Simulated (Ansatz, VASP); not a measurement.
# One calculation of In3Se, two programs

```
In Se
1.0
     5.89288    0.00000    0.00000
     0.00000    5.89288    0.00000
     0.00000    0.00000    5.42189
In Se
3 1
Direct
  0.00000 0.50000 0.00000
  0.50000 0.00000 0.00000
  0.50000 0.50000 0.00000
  0.50000 0.50000 0.50000
```

Alike in both runs: functional PBE; k mesh 8 × 8 × 8; occupations gaussian, width 0.1 eV; no spin polarisation.

Ansatz relaxed the structure, and its values are those at the end. VASP's run is a single point on that final structure, the one shown.

```csv
,VASP,Ansatz
version,VASP 6.6.1,Ansatz 0.2.0
potentials or method,"VASP PAW PBE potentials, release 64 (In_d, Se), cutoff 520 eV","scalar-relativistic, plane waves, PAW"
valence electrons in the cell,45,55
```

|  | VASP | Ansatz | Ansatz less VASP |
| --- | --- | --- | --- |
| gap on the k mesh at the Fermi level (eV) | none | none | - |
| pressure (GPa) | 0.0 | 0.0 | +0.02 |

A gap of «none» marks a metal or a gap that the smearing closes. VASP's potentials hold 45 valence electrons a cell and Ansatz's 55, so a difference there can come from the potentials and not from the codes.
